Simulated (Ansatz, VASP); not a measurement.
Be2Ir: VASP beside Ansatz

INCAR

```
  PREC = Accurate
  ENCUT = 600
  EDIFF = 1E-6
  ISMEAR = 0
  SIGMA = 0.1
  LREAL = F
  LASPH = T
  NELM = 100
  ALGO = Fast
  ISIF = 3
  LWAVE = F
  LCHARG = F
  GGA = PE
  IBRION = 2
  NSW = 90
  EDIFFG = -0.04
```

KPOINTS

```
regular mesh
0
Gamma
  6 6 6
```

File POSCAR:

```
Be2Ir
1.0
    3.0602269886      0.0000000000      0.0000000000
   -1.5301134943      2.6502343135      0.0000000000
    0.0000000000      0.0000000000      3.3042317983
Be Ir
2 1
Direct
    0.3333333333      0.6666666667      0.5000000000
    0.6666666667      0.3333333333      0.5000000000
    0.0000000000      0.0000000000      0.0000000000
```

Input for Ansatz:

```yaml
crystal:
  lattice:
    - [3.0602269886, 0.0, 0.0]
    - [-1.5301134943, 2.6502343135, 0.0]
    - [0.0, 0.0, 3.3042317983]
  atoms:
    - { symbol: Be, position: [0.3333333333, 0.6666666667, 0.5] }
    - { symbol: Be, position: [0.6666666667, 0.3333333333, 0.5] }
    - { symbol: Ir, position: [0.0, 0.0, 0.0] }
basis:
  ecutwfc: 420
kpoints:
  mp_grid: { grid: [6, 6, 6] }
hamiltonian:
  xc: pbe
scf:
  occupations: { method: gaussian, width: 0.1 }
  lower_state_search: "off"
output:
  forces: true
  stress: true
  eigenvalues: true
relax:
  adjacent_minimum: "off"
  f_tol: 0.04
  max_steps: 70
  cell: { stress_tol: 0.4 }
```

Alike in both runs: task relaxation of cell and atoms; functional PBE; k mesh 6 × 6 × 6; occupations gaussian, width 0.1 eV; no spin polarisation.

|  | VASP | Ansatz |
| --- | --- | --- |
| version | VASP 6.6.1 | Ansatz 0.2.0 |
| potentials or method | VASP PAW PBE potentials, release 64 (Be, Ir), cutoff 600 eV | scalar-relativistic, plane waves, PAW |
| valence electrons in the cell | 13 | 21 |

|  | VASP | Ansatz | Ansatz less VASP |
| --- | --- | --- | --- |
| gap on the k mesh at the Fermi level, each at its own relaxed structure (eV) | none | none | - |
| relaxed volume (Å³/atom) | 10.08 | 10.07 | -0.001 |
| relaxed length of the cell vector where the two differ most in proportion (Å) | 2.674 | 2.671 | -0.0030 |

A gap of «none» marks a metal or a gap that the smearing closes. VASP's potentials hold 13 valence electrons a cell and Ansatz's 21, so a difference there can come from the potentials and not from the codes.

The k mesh is coarse, so the values compare programs but aren't converged. Neither program's run includes spin-orbit coupling.
